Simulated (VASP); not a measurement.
Runs of VASP 6.6.1 on GaSb3. The structure is that of space group I4/mmm (No. 139), or close to it. The cells are those of the table. 

| cell | gap on the mesh (eV) | pressure (GPa) |
| --- | --- | --- |
| a = 5.051, b = 5.051, c = 5.249 Å, angles 58.7, 58.7, 62.6°, 4 atoms | none | 2.2 |
| a = 5.207, b = 5.207, c = 5.066 Å, angles 60.9, 60.9, 58.2°, 4 atoms | none | 0.2 |
| a = 5.253, b = 5.253, c = 5.111 Å, angles 60.9, 60.9, 58.2°, 4 atoms | none | -1.4 |
| a = 5.160, b = 5.160, c = 5.021 Å, angles 60.9, 60.9, 58.2°, 4 atoms | none | 2.1 |
| a = 5.069, b = 5.069, c = 5.203 Å, angles 59.1, 59.1, 61.7°, 4 atoms | none | 2.1 |
| a = 5.204, b = 5.204, c = 5.341 Å, angles 59.1, 59.1, 61.7°, 4 atoms | none | (a) |
| a = 5.188, b = 5.188, c = 4.976 Å, angles 61.3, 61.3, 57.3°, 4 atoms | none | 2.2 |
| a = 5.089, b = 5.089, c = 5.157 Å, angles 59.6, 59.6, 60.9°, 4 atoms | none | 1.9 |

Alike in all rows: task single point; level PBEsol; potentials or basis VASP PAW PBE potentials, release 64 (Ga_d, Sb); no spin polarisation; k mesh 10 × 10 × 10; cutoff (eV) 520; smearing gaussian 0.15 eV.

Estimate the missing entries.

(a) -2.8.

Caveats: the PAW data sets were made with another functional, which shifts forces and pressure a little; spin-orbit coupling is left out, which moves the levels of the heavy elements.

A k mesh can miss the band edges, and the runs leave out spin-orbit coupling on Ga, Sb.

A gap of «none» marks levels without a gap at the run's occupations.
